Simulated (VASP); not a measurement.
# NiO (Fm-3m) in VASP: further runs

NiO is run at these levels: r2SCAN; tasks: single point.

Program: VASP 6.6.1. These are calculated values, not measurements. Logs are shortened: lines on timing, memory, paths and dates and some standing lists are left out, and cuts for length are marked.

## Step 1: The cell of the first run

The structure is cubic, space group Fm-3m (No. 225). Conventional cell: a = 4.170 Å, b = 4.170 Å, c = 4.170 Å, α = 90.00°, β = 90.00°, γ = 90.00°. Ni (site symmetry m-3m) has 6 O at 2.08 Å within 2.8 Å. O (site symmetry m-3m) has 6 Ni at 2.08 Å within 2.8 Å.

## Step 2: Single point, r2SCAN

Contents of POSCAR:

```
NiO
1.0
    0.0000000000      2.0850000000      2.0850000000
    2.0850000000      0.0000000000      2.0850000000
    2.0850000000      2.0850000000      0.0000000000
Ni O
1 1
Direct
    0.0000000000      0.0000000000      0.0000000000
    0.5000000000      0.5000000000      0.5000000000
```

Contents of INCAR.step1:

```
PREC = Accurate
ENCUT = 660
ISMEAR = -1
SIGMA = 0.1
LREAL = F
LASPH = T
NELM = 120
NBANDS = 15
GGA = PE
ALGO = Normal
EDIFF = 1E-5
LWAVE = T
LCHARG = F
GGA_COMPAT = F
```

Contents of INCAR.step2:

```
PREC = Accurate
ENCUT = 660
EDIFF = 1E-6
ISMEAR = -1
SIGMA = 0.1
LREAL = F
LASPH = T
NELM = 120
ALGO = Normal
ISIF = 2
LWAVE = F
LCHARG = F
METAGGA = R2SCAN
LMIXTAU = T
NBANDS = 15
ISTART = 1
GGA_COMPAT = F
```

Contents of KPOINTS:

```
Automatic mesh
0
Gamma
  4 4 4
```

Potentials or basis: VASP PAW PBE potentials, release 64 (Ni, O).

Run with:

```console
$ cat potpaw_PBE.64/Ni/POTCAR potpaw_PBE.64/O/POTCAR > POTCAR
$ cp INCAR.step1 INCAR
$ mpirun -np 1 vasp_std > vasp.out
$ cp INCAR.step2 INCAR
$ mpirun -np 1 vasp_std > vasp.out
```

OUTCAR:

```text
PREC = Accurate
   ENCUT = 660
   EDIFF = 1E-6
   ISMEAR = -1
   LREAL = F
   LASPH = T
   NELM = 120
   ISIF = 2
   METAGGA = R2SCAN
   ISTART = 1

 ion  position               nearest neighbor table
   1  0.000  0.000  0.000-   2 2.08   2 2.08   2 2.08   2 2.08   2 2.08   2 2.08
   2  0.500  0.500  0.500-   1 2.08   1 2.08   1 2.08   1 2.08   1 2.08   1 2.08

  LATTYP: Found a face centered cubic cell.
 ALAT       =     4.1700000000

  Lattice vectors:

 A1 = (   0.0000000000,   2.0850000000,   2.0850000000)
 A2 = (   2.0850000000,   0.0000000000,   2.0850000000)
 A3 = (   2.0850000000,   2.0850000000,   0.0000000000)

Analysis of symmetry for initial positions (statically):
=====================================================================
 Subroutine PRICEL returns:
 Original cell was already a primitive cell.

 Routine SETGRP: Setting up the symmetry group for a
 face centered cubic supercell.

 Subroutine GETGRP returns: Found 48 space group operations
 (whereof 48 operations were pure point group operations)
 out of a pool of 48 trial point group operations.

The static configuration has the point symmetry O_h .

Analysis of symmetry for dynamics (positions and initial velocities):
=====================================================================
 Subroutine PRICEL returns:
 Original cell was already a primitive cell.

 Routine SETGRP: Setting up the symmetry group for a
 face centered cubic supercell.

 Subroutine GETGRP returns: Found 48 space group operations
 (whereof 48 operations were pure point group operations)
 out of a pool of 48 trial point group operations.

The dynamic configuration has the point symmetry O_h .

 Subroutine INISYM returns: Found 48 space group operations
 (whereof 48 operations are pure point group operations),
 and found     1 'primitive' translations

----------------------------------------------------------------------------------------

                                     Primitive cell

  volume of cell :      18.1279

  direct lattice vectors                    reciprocal lattice vectors
     0.000000000  2.085000000  2.085000000    -0.239808153  0.239808153  0.239808153
     2.085000000  0.000000000  2.085000000     0.239808153 -0.239808153  0.239808153
     2.085000000  2.085000000  0.000000000     0.239808153  0.239808153 -0.239808153

  length of vectors
     2.948635278  2.948635278  2.948635278     0.415359906  0.415359906  0.415359906

  position of ions in fractional coordinates (direct lattice)
     0.000000000  0.000000000  0.000000000
     0.500000000  0.500000000  0.500000000

  ion indices of the primitive-cell ions
   primitive index   ion index
                 1           1
                 2           2

----------------------------------------------------------------------------------------

 KPOINTS: Automatic mesh

Automatic generation of k-mesh.
 Grid dimensions read from file:
 generate k-points for:    4    4    4

 Generating k-lattice:

  Cartesian coordinates                     Fractional coordinates (reciprocal lattice)
    -0.059952038  0.059952038  0.059952038     0.250000000  0.000000000  0.000000000
     0.059952038 -0.059952038  0.059952038     0.000000000  0.250000000  0.000000000
     0.059952038  0.059952038 -0.059952038     0.000000000  0.000000000  0.250000000

  Length of vectors
     0.103839976  0.103839976  0.103839976

  Shift w.r.t. Gamma in fractional coordinates (k-lattice)
     0.000000000  0.000000000  0.000000000

 Subroutine IBZKPT returns following result:
 ===========================================

 Found      8 irreducible k-points:

 Following reciprocal coordinates:
            Coordinates               Weight
  0.000000  0.000000  0.000000      1.000000
  0.250000  0.000000  0.000000      8.000000
  0.500000  0.000000  0.000000      4.000000
  0.250000  0.250000  0.000000      6.000000
  0.500000  0.250000  0.000000     24.000000
 -0.250000  0.250000  0.000000     12.000000
  0.500000  0.500000  0.000000      3.000000
 -0.250000  0.500000  0.250000      6.000000
   k-points           NKPTS =      8   k-points in BZ     NKDIM =      8   number of bands    NBANDS=     15
   number of dos      NEDOS =    301   number of ions     NIONS =      2
   total plane-waves  NPLWV =  21952
   dimension x,y,z NGX =    28 NGY =   28 NGZ =   28
   dimension x,y,z NGXF=    56 NGYF=   56 NGZF=   56
   ions per type =               1   1
   NGX,Y,Z   is equivalent  to a cutoff of  15.79, 15.79, 15.79 a.u.
   NGXF,Y,Z  is equivalent  to a cutoff of  31.57, 31.57, 31.57 a.u.
 SYSTEM =  unknown system
   PREC   = accura    normal or accurate (medium, high low for compatibility)
   ISTART =      1    job   : 0-new  1-cont  2-samecut
   ICHARG =      0    charge: 1-file 2-atom 10-const
   ISPIN  =      1    spin polarized calculation?
   LNONCOLLINEAR =      F non collinear calculations
   LSORBIT =      F    spin-orbit coupling
   LASPH  =      T    aspherical Exc in radial PAW
   ENCUT  =  660.0 eV  48.51 Ry    6.96 a.u.   6.18  6.18  6.18*2*pi/ulx,y,z
   NELM   =    120;   NELMIN=  2; NELMDL=  0     # of ELM steps
   EDIFF  = 0.1E-05   stopping-criterion for ELM
   LREAL  =      F    real-space projection
   EDIFFG = 0.1E-04   stopping-criterion for IOM
   NSW    =      0    number of steps for IOM
   IBRION =     -1    ionic relax: 0-MD 1-quasi-New 2-CG
   NFREE  =      0    steps in history (QN), initial steepest desc. (CG)
   ISIF   =      2    stress and relaxation
   ISYM   =      2    0-nonsym 1-usesym 2-fastsym
   POTIM  = 0.5000    time-step for ionic-motion
   TEBEG  =    0.0;   TEEND  =   0.0 temperature during run
   PSTRESS=    0.0 pullay stress
   NELECT =      16.0000    total number of electrons
   NUPDOWN=      -1.0000    fix difference up-down
   EMIN   =  10.00;   EMAX   =-10.00  energy-range for DOS
   EFERMI =   0.00;   METHOD = LEGACY
   ISMEAR =    -1;   SIGMA  =   0.10  broadening in eV -4-tet -1-fermi 0-gaus
   EFERMI_NEDOS =   21; number of points for ismear=-14 and -15
   IALGO  =     38    algorithm
   IMIX   =      4    mixing-type and parameters
     AMIX     =   0.40;   BMIX     =  1.00
     AMIX_MAG =   1.60;   BMIX_MAG =  1.00
  volume/ion in A,a.u.               =       9.06        61.17
  Fermi-wavevector in a.u.,A,eV,Ry     =   1.570358  2.967547 33.552312  2.466025
  Thomas-Fermi vector in A             =   2.672104
   LORBIT       =      0    0 simple, 1 ext, 2 COOP (PROOUT), +10 PAW based schemes
   METAGGA = R2SCAN    functional components
   LHFCALC =     F    Hartree Fock is set to
   AEXX    =    0.0000 exact exchange contribution
   IVDW    =     0    specifies the selected vdW correction
   LEPSILON=     F    determine dielectric tensor
   LRPA    =     F    only Hartree local field effects (RPA)
 non-spin polarized calculation
  energy-cutoff  :      660.00
  volume of cell :       18.13
 maximum number of plane-waves:       725
 NGX is ok and might be reduce to    28
   NGX = 13   NGY = 13   NGZ = 13

 number of electron      15.9999996 magnetization

 Free energy of the ion-electron system (eV)
  ---------------------------------------------------
  ext. energy  EPLUGINS =         0.00000000
  ---------------------------------------------------
  free energy    TOTEN  =       -19.14419480 eV

  energy without entropy =      -18.99820552  energy(sigma->0) =      -19.07120016

 E-fermi :   7.9393     XC(G=0): -13.4449

 val. band max:        7.6000550823   @ k =   0.2500   0.2500   0.0000
 cond. band min:       7.9552517760   @ k =  -0.2500   0.5000   0.2500
 fundamental gap:      0.3551966938
 Fermi energy:         7.9393006897

 k-point     1 :       0.0000    0.0000    0.0000
  band No.  band energies     occupation
      1     -13.8249      2.00000
      2       4.4765      2.00000
      3       4.4765      2.00000
      4       4.4765      2.00000
      5       5.5905      2.00000
      6       5.5905      2.00000
      7       5.5906      2.00000
      8       6.3192      2.00000
      9       6.3193      2.00000
     10       9.9288      0.00000
     11      26.4577      0.00000
     12      27.5575      0.00000
     13      27.5575      0.00000
     14      27.5575      0.00000
     15      31.5168      0.00000

 k-point     2 :       0.2500    0.0000    0.0000
  band No.  band energies     occupation
      1     -13.2204      2.00000
      2       1.4196      2.00000
      3       2.9536      2.00000
      4       2.9536      2.00000
      5       6.0212      2.00000
      6       6.0212      2.00000
      7       6.2368      2.00000
      8       8.0411      0.53085
      9       8.0412      0.53056
     10      12.6612      0.00000
     11      20.8049      0.00000
     12      25.1117      0.00000
     13      25.1117      0.00000
     14      29.3160      0.00000
     15      31.1097      0.00000

 k-point     3 :       0.5000    0.0000    0.0000
  band No.  band energies     occupation
      1     -12.5100      2.00000
      2      -0.6431      2.00000
      3       2.1286      2.00000
      4       2.1286      2.00000
      5       6.4143      2.00000
      6       6.4143      2.00000
      7       6.8008      1.99998
      8       9.1761      0.00001
      9       9.1762      0.00001
     10      14.0388      0.00000
     11      18.6837      0.00000
     12      22.7623      0.00000
     13      22.7623      0.00000
     14      30.2274      0.00000
     15      34.8757      0.00000
[... 55 lines left out ...]
 k-point     7 :       0.5000    0.5000    0.0000
  band No.  band energies     occupation
      1     -12.4478      2.00000
      2       0.5877      2.00000
      3       3.1727      2.00000
      4       3.1727      2.00000
      5       4.6793      2.00000
      6       6.6371      2.00000
      7       6.6371      2.00000
      8       6.7112      1.99999
      9       7.2455      1.99806
     10      14.8190      0.00000
     11      19.2212      0.00000
     12      20.7309      0.00000
     13      25.5895      0.00000
     14      25.5895      0.00000
     15      37.7471      0.00000

 k-point     8 :      -0.2500    0.5000    0.2500
  band No.  band energies     occupation
      1     -12.3457      2.00000
      2       1.3966      2.00000
      3       1.3966      2.00000
      4       1.8320      2.00000
      5       6.2905      2.00000
      6       6.2905      2.00000
      7       6.6378      2.00000
      8       7.1146      1.99948
      9       7.9553      0.92041
     10      17.2034      0.00000
     11      19.2712      0.00000
     12      19.2712      0.00000
     13      22.2273      0.00000
     14      31.0317      0.00000
     15      31.0317      0.00000

------------------------ aborting loop because EDIFF is reached ----------------------------------------

  FORCE on cell =-STRESS in cart. coord.  units (eV):
  Direction    XX          YY          ZZ          XY          YZ          ZX
  --------------------------------------------------------------------------------------
  -------------------------------------------------------------------------------------
  Total       -0.6742342     -0.6742342     -0.6742342     -0.0000000      0.0000000     -0.0000000
  in kB      -59.5899750    -59.5899750    -59.5899750     -0.0000000      0.0000000     -0.0000000
  external PRESSURE =     -59.5899750 kB  Pullay stress =       0.0000000 kB

 VOLUME and BASIS-vectors are now :
 -----------------------------------------------------------------------------
  energy-cutoff  :      660.00
  volume of cell :       18.13
      direct lattice vectors                 reciprocal lattice vectors
     0.000000000  2.085000000  2.085000000    -0.239808153  0.239808153  0.239808153
     2.085000000  0.000000000  2.085000000     0.239808153 -0.239808153  0.239808153
     2.085000000  2.085000000  0.000000000     0.239808153  0.239808153 -0.239808153

 POSITION                                       TOTAL-FORCE (eV/Angst)
 -----------------------------------------------------------------------------------
      0.00000      0.00000      0.00000        -0.000000      0.000000      0.000000
      2.08500      2.08500      2.08500         0.000000     -0.000000     -0.000000
 -----------------------------------------------------------------------------------
    total drift:                                0.000000      0.000000      0.000000

  FREE ENERGIE OF THE ION-ELECTRON SYSTEM (eV)
  ---------------------------------------------------
  free  energy   TOTEN  =       -19.1441947993 eV

  energy  without entropy=      -18.9982055172  energy(sigma->0) =      -19.07120016
```

It took 30 s on 1 thread of Intel Xeon Platinum 8259CL at 2.50GHz (Skylake/Cascade Lake), shared host; peak memory 0.16 GiB.

What came out:

* Free energy: -19.1442 eV
* Pressure: -6.0 GPa
* Band gap on the k mesh: zero (band 8 reaches 9.18 eV, above the bottom of band 9 at 6.32 eV)

Caveat: the k points lie up to 0.65 Å⁻¹ apart; the PAW data sets were made with another functional, which shifts forces and pressure a little; the run has no spin polarisation, though such a crystal can be magnetic; semilocal functionals often make such compounds metallic where correlation or magnetic order opens a gap, which also shifts bond lengths. Spin polarisation is off, so any magnetic state and its effect on volume and gap are missing.

(Part 1 of 2 ends here.)
